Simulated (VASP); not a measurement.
Runs of VASP 6.6.1 on HfN. The structure is that of space group Fm-3m (No. 225), or close to it. The cells are those of the table. 

```tsv
cell	gap on the mesh (eV)	pressure (GPa)
a = 2.939 Å, angles 60.0°, 2 atoms	none	(a)
a = 3.131, b = 3.131, c = 3.067 Å, angles 60.7, 60.7, 58.6°, 2 atoms	none	22.5
a = 3.322 Å, angles 60.0°, 2 atoms	none	-29.5
a = 3.067 Å, angles 60.0°, 2 atoms	none	38.0
a = 3.450 Å, angles 60.0°, 2 atoms	none	-42.2
a = 3.259, b = 3.259, c = 3.195 Å, angles 60.7, 60.7, 58.7°, 2 atoms	none	(b)
```

Alike in all rows: task single point; level PBEsol; potentials or basis VASP PAW PBE potentials, release 64 (Hf_pv, N); no spin polarisation; k mesh 18 × 18 × 18; cutoff (eV) 520; smearing gaussian 0.15 eV.

Problem. Fill in the values left out.

Solution. (a) 111.5; (b) -14.0.

Caveats: the PAW data sets were made with another functional, which shifts forces and pressure a little; spin-orbit coupling is left out, which moves the levels of the heavy elements; the cell stands under pressure (at least some runs); the cell stands under tension (at least some runs).

A k mesh can miss the band edges, and the runs leave out spin-orbit coupling on Hf.

A gap of «none» marks levels without a gap at the run's occupations.
